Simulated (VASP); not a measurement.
# Mo in VASP: further runs

Runs on Mo. Level: r2SCAN. Tasks: relaxation of cell and atoms, single point.

Program: VASP 6.6.1. These are calculated values, not measurements. Logs are shortened: lines on timing, memory, paths and dates and some standing lists are left out, and cuts for length are marked.

### 1 The cell of the first run

It takes space group Im-3m (No. 229, cubic). Conventional cell: a = 3.114 Å, b = 3.114 Å, c = 3.114 Å, α = 90.00°, β = 90.00°, γ = 90.00°. Within 3.6 Å of Mo (site symmetry m-3m) lie 14 Mo at 2.70 to 3.11 Å.

### 2 Relaxation of cell and atoms, r2SCAN, target pressure 10 GPa, at which the enthalpy is minimised

POSCAR reads:

```
Mo
1.0
   -1.5570416081      1.5570416081      1.5570416081
    1.5570416081     -1.5570416081      1.5570416081
    1.5570416081      1.5570416081     -1.5570416081
Mo
1
Direct
    0.0000000000      0.0000000000      0.0000000000
```

INCAR.step1 reads:

```
SYSTEM = Mo
PREC = Accurate
ENCUT = 600
ISMEAR = 0
SIGMA = 0.1
LREAL = .FALSE.
LASPH = .TRUE.
NELM = 80
GGA = PE
ALGO = Normal
EDIFF = 1E-4
LWAVE = .TRUE.
LCHARG = .FALSE.
```

INCAR.step2 reads:

```
SYSTEM = Mo
PREC = Accurate
ENCUT = 600
EDIFF = 1E-7
ISMEAR = 0
SIGMA = 0.1
LREAL = .FALSE.
LASPH = .TRUE.
NELM = 80
ALGO = Normal
ISIF = 3
LWAVE = .FALSE.
LCHARG = .FALSE.
METAGGA = R2SCAN
LMIXTAU = .TRUE.
IBRION = 2
NSW = 70
EDIFFG = -0.008
PSTRESS = 100.0
ISTART = 1
```

KPOINTS reads:

```
Automatic mesh
0
G
  18 18 18
  0 0 0
```

Potentials or basis: VASP PAW PBE potentials, release 64 (Mo_sv).

Started as:

```sh
$ cat potpaw_PBE.64/Mo_sv/POTCAR > POTCAR
$ cp INCAR.step1 INCAR
$ mpirun -np 1 vasp_std > vasp.out
$ cp INCAR.step2 INCAR
$ mpirun -np 1 vasp_std > vasp.out
```

OUTCAR:

```text
SYSTEM = Mo
   PREC = Accurate
   ENCUT = 600
   EDIFF = 1E-7
   ISMEAR = 0
   LREAL = .FALSE.
   LASPH = .TRUE.
   NELM = 80
   ISIF = 3
   METAGGA = R2SCAN
   IBRION = 2
   NSW = 70
   EDIFFG = -0.008
   PSTRESS = 100.0
   ISTART = 1

 ion  position               nearest neighbor table
   1  0.000  0.000  0.000-

  LATTYP: Found a body centered cubic cell.
 ALAT       =     3.1140832162

  Lattice vectors:

 A1 = (  -1.5570416081,   1.5570416081,   1.5570416081)
 A2 = (   1.5570416081,  -1.5570416081,   1.5570416081)
 A3 = (   1.5570416081,   1.5570416081,  -1.5570416081)

Analysis of symmetry for initial positions (statically):
=====================================================================
 Subroutine PRICEL returns:
 Original cell was already a primitive cell.

 Routine SETGRP: Setting up the symmetry group for a
 body centered cubic supercell.

 Subroutine GETGRP returns: Found 48 space group operations
 (whereof 48 operations were pure point group operations)
 out of a pool of 48 trial point group operations.

The static configuration has the point symmetry O_h .

Analysis of symmetry for dynamics (positions and initial velocities):
=====================================================================
 Subroutine PRICEL returns:
 Original cell was already a primitive cell.

 Routine SETGRP: Setting up the symmetry group for a
 body centered cubic supercell.

 Subroutine GETGRP returns: Found 48 space group operations
 (whereof 48 operations were pure point group operations)
 out of a pool of 48 trial point group operations.

The dynamic configuration has the point symmetry O_h .

 Subroutine INISYM returns: Found 48 space group operations
 (whereof 48 operations are pure point group operations),
 and found     1 'primitive' translations

----------------------------------------------------------------------------------------

                                     Primitive cell

  volume of cell :      15.0994

  direct lattice vectors                    reciprocal lattice vectors
    -1.557041608  1.557041608  1.557041608     0.000000000  0.321121798  0.321121798
     1.557041608 -1.557041608  1.557041608     0.321121798  0.000000000  0.321121798
     1.557041608  1.557041608 -1.557041608     0.321121798  0.321121798  0.000000000

  length of vectors
     2.696875175  2.696875175  2.696875175     0.454134801  0.454134801  0.454134801

  position of ions in fractional coordinates (direct lattice)
     0.000000000  0.000000000  0.000000000

  ion indices of the primitive-cell ions
   primitive index   ion index
                 1           1

----------------------------------------------------------------------------------------

 KPOINTS: Automatic mesh

Automatic generation of k-mesh.
 Grid dimensions read from file:
 generate k-points for:   18   18   18

 Generating k-lattice:

  Cartesian coordinates                     Fractional coordinates (reciprocal lattice)
     0.000000000  0.017840100  0.017840100     0.055555556  0.000000000  0.000000000
     0.017840100  0.000000000  0.017840100     0.000000000  0.055555556  0.000000000
     0.017840100  0.017840100  0.000000000     0.000000000  0.000000000  0.055555556

  Length of vectors
     0.025229711  0.025229711  0.025229711

  Shift w.r.t. Gamma in fractional coordinates (k-lattice)
     0.000000000  0.000000000  0.000000000

 Subroutine IBZKPT returns following result:
 ===========================================

 Found    195 irreducible k-points:

 Following reciprocal coordinates:
            Coordinates               Weight
  0.000000  0.000000  0.000000      1.000000
  0.055556  0.000000  0.000000     12.000000
  0.111111  0.000000  0.000000     12.000000
  0.166667  0.000000  0.000000     12.000000
  0.222222  0.000000  0.000000     12.000000
  0.277778  0.000000  0.000000     12.000000
[... 16 lines left out ...]
  0.333333  0.111111 -0.000000     48.000000
  0.388889  0.111111  0.000000     48.000000
 [... further k-points ...]
   k-points           NKPTS =    195   k-points in BZ     NKDIM =    195   number of bands    NBANDS=     11
   number of dos      NEDOS =    301   number of ions     NIONS =      1
   total plane-waves  NPLWV =  13824
   dimension x,y,z NGX =    24 NGY =   24 NGZ =   24
   dimension x,y,z NGXF=    48 NGYF=   48 NGZF=   48
   ions per type =               1
   NGX,Y,Z   is equivalent  to a cutoff of  14.79, 14.79, 14.79 a.u.
   NGXF,Y,Z  is equivalent  to a cutoff of  29.59, 29.59, 29.59 a.u.
 SYSTEM =  Mo
   PREC   = accura    normal or accurate (medium, high low for compatibility)
   ISTART =      1    job   : 0-new  1-cont  2-samecut
   ICHARG =      0    charge: 1-file 2-atom 10-const
   ISPIN  =      1    spin polarized calculation?
   LNONCOLLINEAR =      F non collinear calculations
   LSORBIT =      F    spin-orbit coupling
   LASPH  =      T    aspherical Exc in radial PAW
   ENCUT  =  600.0 eV  44.10 Ry    6.64 a.u.   5.39  5.39  5.39*2*pi/ulx,y,z
   NELM   =     80;   NELMIN=  2; NELMDL=  0     # of ELM steps
   EDIFF  = 0.1E-06   stopping-criterion for ELM
   LREAL  =      F    real-space projection
   EDIFFG = -.8E-02   stopping-criterion for IOM
   NSW    =     70    number of steps for IOM
   IBRION =      2    ionic relax: 0-MD 1-quasi-New 2-CG
   NFREE  =      1    steps in history (QN), initial steepest desc. (CG)
   ISIF   =      3    stress and relaxation
   ISYM   =      2    0-nonsym 1-usesym 2-fastsym
   POTIM  = 0.5000    time-step for ionic-motion
   TEBEG  =    0.0;   TEEND  =   0.0 temperature during run
   PSTRESS=  100.0 pullay stress
   NELECT =      14.0000    total number of electrons
   NUPDOWN=      -1.0000    fix difference up-down
   EMIN   =  10.00;   EMAX   =-10.00  energy-range for DOS
   EFERMI =   0.00;   METHOD = LEGACY
   ISMEAR =     0;   SIGMA  =   0.10  broadening in eV -4-tet -1-fermi 0-gaus
   EFERMI_NEDOS =   21; number of points for ismear=-14 and -15
   IALGO  =     38    algorithm
   IMIX   =      4    mixing-type and parameters
     AMIX     =   0.40;   BMIX     =  1.00
     AMIX_MAG =   1.60;   BMIX_MAG =  1.00
  volume/ion in A,a.u.               =      15.10       101.90
  Fermi-wavevector in a.u.,A,eV,Ry     =   1.596359  3.016682 34.672581  2.548363
  Thomas-Fermi vector in A             =   2.694134
   LORBIT       =      0    0 simple, 1 ext, 2 COOP (PROOUT), +10 PAW based schemes
   METAGGA = R2SCAN    functional components
   LHFCALC =     F    Hartree Fock is set to
   AEXX    =    0.0000 exact exchange contribution
   IVDW    =     0    specifies the selected vdW correction
   LEPSILON=     F    determine dielectric tensor
   LRPA    =     F    only Hartree local field effects (RPA)
 conjugate gradient relaxation of ions
 non-spin polarized calculation
 Gauss-broadening in eV      SIGMA  =   0.10
  energy-cutoff  :      600.00
  volume of cell :       15.10
 maximum number of plane-waves:       531
 NGX is ok and might be reduce to    24

--------------------------------------- Ionic step        1  -------------------------------------------

 number of electron      13.9999999 magnetization

 Free energy of the ion-electron system (eV)
  ---------------------------------------------------
  ext. energy  EPLUGINS =         0.00000000
  ---------------------------------------------------
  free energy    TOTEN  =       -26.05498566 eV

  energy without entropy =      -26.05261088  energy(sigma->0) =      -26.05379827

------------------------ aborting loop because EDIFF is reached ----------------------------------------

  FORCE on cell =-STRESS in cart. coord.  units (eV):
  Direction    XX          YY          ZZ          XY          YZ          ZX
  --------------------------------------------------------------------------------------
  -------------------------------------------------------------------------------------
  Total        1.0746631      1.0746631      1.0746631      0.0000000      0.0000000      0.0000000
  in kB      114.0308263    114.0308263    114.0308263      0.0000000      0.0000000      0.0000000
  external PRESSURE =      14.0308263 kB  Pullay stress =     100.0000000 kB
[... 59 lines left out ...]
  enthalpy is  TOTEN    =       -25.1096985109 eV   P V=        0.9605832010

--------------------------------------- Ionic step        3  -------------------------------------------

 number of electron      14.0000000 magnetization

 Free energy of the ion-electron system (eV)
  ---------------------------------------------------
  ext. energy  EPLUGINS =         0.00000000
  ---------------------------------------------------
  free energy    TOTEN  =       -26.05947117 eV

  energy without entropy =      -26.05702035  energy(sigma->0) =      -26.05824576

 E-fermi :  13.0660     XC(G=0): -14.8302

 val. band max:       13.0493940411   @ k =  -0.3889   0.4444   0.2778
 cond. band min:      13.0697515166   @ k =   0.3889   0.1111   0.0000
 fundamental gap:      0.0203574755
 Fermi energy:        13.0659911027

 k-point     1 :       0.0000    0.0000    0.0000
  band No.  band energies     occupation
      1     -50.1874      2.00000
      2     -22.5812      2.00000
      3     -22.5812      2.00000
      4     -22.5812      2.00000
      5       5.2877      2.00000
      6      11.5612      2.00000
      7      11.5612      2.00000
      8      11.5612      2.00000
      9      15.0075      0.00000
     10      15.0075      0.00000
     11      28.5806      0.00000
[... 309 lines left out ...]
 k-point    24 :       0.3889    0.1111    0.0000
  band No.  band energies     occupation
      1     -49.8570      2.00000
      2     -24.1326      2.00000
      3     -23.1494      2.00000
      4     -22.6678      2.00000
      5       7.7081      2.00000
      6       9.4829      2.00000
      7      13.0698      0.95759
      8      14.8491      0.00000
      9      16.1046      0.00000
     10      18.8850      0.00000
     11      25.7883      0.00000

 [... further k-points ...]

------------------------ aborting loop because EDIFF is reached ----------------------------------------

  FORCE on cell =-STRESS in cart. coord.  units (eV):
  Direction    XX          YY          ZZ          XY          YZ          ZX
  --------------------------------------------------------------------------------------
  -------------------------------------------------------------------------------------
  Total        0.9469758      0.9469758      0.9469758      0.0000000     -0.0000000      0.0000000
  in kB      100.0366797    100.0366797    100.0366797      0.0000000     -0.0000000      0.0000000
  external PRESSURE =       0.0366797 kB  Pullay stress =     100.0000000 kB
[... 16 lines left out ...]
  FREE ENERGIE OF THE ION-ELECTRON SYSTEM (eV)
  ---------------------------------------------------
  free  energy   TOTEN  =       -26.0594711674 eV

  energy  without entropy=      -26.0570203501  energy(sigma->0) =      -26.05824576

  enthalpy is  TOTEN    =       -25.1128425384 eV   P V=        0.9466286291

 reached required accuracy - stopping structural energy minimisation
```

Run time: 7.9 min. Hardware: 1 thread of Intel Xeon 8259CL, shared host; peak memory 0.19 GiB.

What came out:

```
Free energy                                                : -26.0595 eV
Relaxed volume                                             : 15.17 Å³/atom
Relaxed cell                                               : a = 2.701 Å, b = 2.701 Å, c = 2.701 Å, α = 109.47°, β = 109.47°, γ = 109.47°
Space group after relaxing (to 0.1 Å)                      : Im-3m (No. 229)
Energy change on relaxing (the run minimises the enthalpy) : -4.5 meV/atom
Ionic steps                                                : 3
Pressure after relaxing                                    : 10.0 GPa
Band gap on the k mesh                                     : zero (bands 7 and 8 overlap by 5.80 eV)
```

Step by step:
```tsv
step	energy change (eV)	largest force (eV/Å)	pressure (GPa)	volume (Å³)
1	0.0000	0.0000	11.40	15.10
2	-0.0153	0.0000	5.57	15.39
3	-0.0045	0.0000	10.00	15.17
```

Final structure:
```yaml
crystal:
  lattice:
    - [-1.55935, 1.55935, 1.55935]
    - [1.55935, -1.55935, 1.55935]
    - [1.55935, 1.55935, -1.55935]
  atoms:
    - { symbol: Mo, position: [0.00000, 0.00000, 0.00000] }
```

Caveat: the cell is relaxed towards a set pressure, so the run minimises the enthalpy, not the energy; the PAW data sets were made with another functional, which shifts forces and pressure a little.

### 3 Single point, r2SCAN

This run uses another cell than the first one: it holds 6 atoms, not 1.

POSCAR reads:

```
Mo
1.0
    0.0000000000      3.1526168963     -3.1526168963
    3.1526168963     -3.1526168963      0.0000000000
   -3.1467254997     -3.1467254997     -3.1467254997
Mo
6
Direct
    0.6666666667      0.3333333333      0.8333333333
    0.3333333333      0.6666666667      0.6666666667
    0.0000000000      0.0000000000      0.5000000000
    0.6666666667      0.3333333333      0.3333333333
    0.3333333333      0.6666666667      0.1666666667
    0.0000000000      0.0000000000      0.0000000000
```

INCAR.step1 reads:

```
SYSTEM = Mo
ALGO = Normal
EDIFF = 1E-4
ENCUT = 520
GGA = PE
ISMEAR = 0
LASPH = .TRUE.
LCHARG = .FALSE.
LREAL = .FALSE.
LWAVE = .TRUE.
NBANDS = 51
NELM = 100
PREC = Accurate
SIGMA = 0.1
```

INCAR.step2 reads:

```
SYSTEM = Mo
ALGO = Normal
EDIFF = 1E-7
ENCUT = 520
ISIF = 2
ISMEAR = 0
ISTART = 1
LASPH = .TRUE.
LCHARG = .FALSE.
LMIXTAU = .TRUE.
LREAL = .FALSE.
LWAVE = .FALSE.
METAGGA = R2SCAN
NBANDS = 51
NELM = 100
PREC = Accurate
SIGMA = 0.1
```

KPOINTS reads:

```
k-points
0
G
  12 12 8
  0 0 0
```

Potentials or basis: VASP PAW PBE potentials, release 64 (Mo_sv).

Started as:

```sh
$ cat potpaw_PBE.64/Mo_sv/POTCAR > POTCAR
$ cp INCAR.step1 INCAR
$ mpirun -np 1 vasp_std > vasp.out
$ cp INCAR.step2 INCAR
$ mpirun -np 1 vasp_std > vasp.out
```

OUTCAR:

```text
SYSTEM = Mo
   EDIFF = 1E-7
   ENCUT = 520
   ISIF = 2
   ISMEAR = 0
   ISTART = 1
   LASPH = .TRUE.
   LREAL = .FALSE.
   METAGGA = R2SCAN
   NELM = 100
   PREC = Accurate

 ion  position               nearest neighbor table
   1  0.667  0.333  0.833-   4 2.73   4 2.73   2 2.73   2 2.73   6 2.73   6 2.73   6 2.73   2 2.73
                             3 3.15   5 3.15   5 3.15   3 3.15   3 3.15   5 3.15
   2  0.333  0.667  0.667-   5 2.73   5 2.73   1 2.73   1 2.73   3 2.73   3 2.73   3 2.73   1 2.73
                             6 3.15   4 3.15   4 3.15   6 3.15   6 3.15   4 3.15
   3  0.000  0.000  0.500-   6 2.73   6 2.73   2 2.73   4 2.73   4 2.73   2 2.73   4 2.73   2 2.73
                             1 3.15   5 3.15   5 3.15   1 3.15   1 3.15   5 3.15
   4  0.667  0.333  0.333-   1 2.73   1 2.73   5 2.73   5 2.73   3 2.73   3 2.73   3 2.73   5 2.73
                             6 3.15   2 3.15   2 3.15   6 3.15   6 3.15   2 3.15
   5  0.333  0.667  0.167-   2 2.73   2 2.73   4 2.73   4 2.73   6 2.73   6 2.73   6 2.73   4 2.73
                             3 3.15   1 3.15   1 3.15   3 3.15   3 3.15   1 3.15
   6  0.000  0.000  0.000-   3 2.73   3 2.73   5 2.73   1 2.73   1 2.73   5 2.73   1 2.73   5 2.73
                             2 3.15   4 3.15   4 3.15   2 3.15   2 3.15   4 3.15

  LATTYP: Found a hexagonal cell.
 ALAT       =     4.4584735717
 C/A-ratio  =     1.2224561513

[... 210 lines left out ...]
      1     -50.6845      2.00000
      2     -50.4163      2.00000
      3     -50.4163      2.00000
      4     -50.3562      2.00000
      5     -50.3562      2.00000
      6     -50.1878      2.00000
[... 1285 lines left out ...]
     50      15.1052      0.00000
     51      15.1359      0.00000

 [... further k-points ...]

------------------------ aborting loop because EDIFF is reached ----------------------------------------

  FORCE on cell =-STRESS in cart. coord.  units (eV):
  Direction    XX          YY          ZZ          XY          YZ          ZX
  --------------------------------------------------------------------------------------
  -------------------------------------------------------------------------------------
  Total        0.6853508      0.6853508      0.6853508      0.0040630      0.0040630      0.0040630
  in kB       11.7031015     11.7031015     11.7031015      0.0693796      0.0693796      0.0693796
  external PRESSURE =      11.7031015 kB  Pullay stress =       0.0000000 kB

 VOLUME and BASIS-vectors are now :
 -----------------------------------------------------------------------------
  energy-cutoff  :      520.00
  volume of cell :       93.83
      direct lattice vectors                 reciprocal lattice vectors
     0.000000000  3.152616896 -3.152616896     0.105732268  0.105732268 -0.211464535
     3.152616896 -3.152616896  0.000000000     0.211464535 -0.105732268 -0.105732268
    -3.146725500 -3.146725500 -3.146725500    -0.105930223 -0.105930223 -0.105930223

 POSITION                                       TOTAL-FORCE (eV/Angst)
 -----------------------------------------------------------------------------------
     -1.57140     -1.57140     -4.72402        -0.000000      0.000000     -0.000000
      0.00393     -3.14869     -3.14869        -0.000000      0.000000      0.000000
     -1.57336     -1.57336     -1.57336         0.000000      0.000000     -0.000000
      0.00196      0.00196     -3.15065         0.000000     -0.000000      0.000000
      1.57729     -1.57533     -1.57533         0.000000     -0.000000     -0.000000
      0.00000      0.00000      0.00000         0.000000     -0.000000     -0.000000
 -----------------------------------------------------------------------------------
    total drift:                               -0.000000     -0.000000     -0.000000

  FREE ENERGIE OF THE ION-ELECTRON SYSTEM (eV)
  ---------------------------------------------------
  free  energy   TOTEN  =      -156.4907497303 eV

  energy  without entropy=     -156.4777217723  energy(sigma->0) =     -156.48423575
```

OSZICAR.step1:

```text
N       E                     dE             d eps       ncg     rms          rms(c)
DAV:   1     0.105702232886E+04    0.10570E+04   -0.51832E+04 13362   0.174E+03
DAV:   2    -0.275001192092E+02   -0.10845E+04   -0.10600E+04 14595   0.553E+02
DAV:   3    -0.686941663023E+02   -0.41194E+02   -0.39962E+02 17445   0.971E+01
DAV:   4    -0.695460880594E+02   -0.85192E+00   -0.84332E+00 15923   0.117E+01
DAV:   5    -0.695672998722E+02   -0.21212E-01   -0.21166E-01 16741   0.166E+00    0.360E+01
DAV:   6    -0.661153473528E+02    0.34520E+01   -0.77746E+00 14517   0.159E+01    0.980E+00
DAV:   7    -0.656459790343E+02    0.46937E+00   -0.17307E+00 15782   0.655E+00    0.226E+00
DAV:   8    -0.656206963714E+02    0.25283E-01   -0.44409E-02 16928   0.115E+00    0.476E-01
DAV:   9    -0.656210906653E+02   -0.39429E-03   -0.15553E-03 16409   0.245E-01    0.154E-01
DAV:  10    -0.656211678499E+02   -0.77185E-04   -0.96157E-05 10208   0.640E-02
   1 F= -.65621168E+02 E0= -.65613480E+02  d E =-.153762E-01
```

Run time: 73 min. Hardware: 1 thread of Oxide Virtual Turin-like, shared host; peak memory 0.49 GiB.

Results:

```
Free energy            : -156.4907 eV
Pressure               : 1.2 GPa
Band gap on the k mesh : zero (bands 42 and 43 overlap by 1.73 eV)
```

Levels at points of the mesh, in eV from the Fermi level:
```
           k point  band 39  band 40  band 41  band 42  band 43  band 44  band 45  band 46
(0.00, 0.00, 0.00)    -2.46    -1.45    -1.42    -1.42     1.90     1.90     2.29     2.29
(0.50, 0.00, 0.00)    -1.91    -1.91     0.95     0.95     1.27     1.27     1.56     1.58
(0.00, 0.00, 0.50)    -2.24    -2.24    -0.76    -0.76     0.73     0.73     1.64     1.64
(0.50, 0.00, 0.50)    -1.81    -1.81    -0.68    -0.68    -0.68    -0.68     0.90     0.90
```

Caveat: the PAW data sets were made with another functional, which shifts forces and pressure a little.

(Part 1 of 2 ends here.)

The gap in the log of VASP goes by the Fermi energy; the results here count the filled bands.